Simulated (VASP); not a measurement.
A run of VASP 6.6.1:

Contents of INCAR:

```
SYSTEM = Al6H
PREC     = Accurate       ! precision mode
ENCUT    = 520            ! plane-wave cutoff, eV
EDIFF    = 1E-6           ! SCF threshold, eV
ISMEAR   = 0              ! smearing method
SIGMA    = 0.1            ! smearing width, eV
LREAL    = .False.        ! projectors in reciprocal space
LASPH    = .True.         ! aspherical terms in the spheres
NELM     = 60             ! most SCF steps
ALGO     = Normal         ! electronic algorithm
ISIF     = 2              ! what is computed and relaxed
LWAVE    = .False.        ! write WAVECAR
LCHARG   = .False.        ! write CHGCAR
LDIPOL   = .True.       
IDIPOL   = 3            
DIPOL    = 0.5 0.5 0.307
GGA      = PE             ! functional
NBANDS   = 32             ! bands
```

Contents of KPOINTS:

```
Automatic mesh
0
Gamma
  5 5 1
  0 0 0
```

Contents of POSCAR:

```
Al6H
1.0
    5.7135165837      0.0000000000      0.0000000000
    0.0000000000      5.7135165837      0.0000000000
    0.0000000000      0.0000000000     22.1746954375
Al H
12 2
Direct
    0.2500000000      0.2500000000      0.1803857921
    0.2500000000      0.7500000000      0.1803857921
    0.7500000000      0.2500000000      0.1803857921
    0.7500000000      0.7500000000      0.1803857921
    0.0000000000      0.0000000000      0.2744050924
    0.0000000000      0.5000000000      0.2744050924
    0.5000000000      0.0000000000      0.2744050924
    0.5000000000      0.5000000000      0.2744050924
    0.2500000000      0.2500000000      0.3686497278
    0.2500000000      0.7500000000      0.3686497278
    0.7500000000      0.2500000000      0.3686497278
    0.7500000000      0.7500000000      0.3686497278
    0.0000000000     -0.0804233248      0.5039390719
    0.0000000000      0.0804233248      0.5039390719
```

Potentials or basis: VASP PAW PBE potentials, release 64 (Al, H).

Run with:

```console
$ cat potpaw_PBE.64/Al/POTCAR potpaw_PBE.64/H/POTCAR > POTCAR
$ mpirun -np 1 vasp_std > vasp.out
```

Hardware: 1 thread of Intel Xeon 8259CL (shared host).

Q: How long does it take, and how much memory?

A: It took 13 min on 1 thread of Intel Xeon 8259CL, with other jobs on the host, peak memory 0.7 GiB. Counts: scf iterations 24, k points 9.
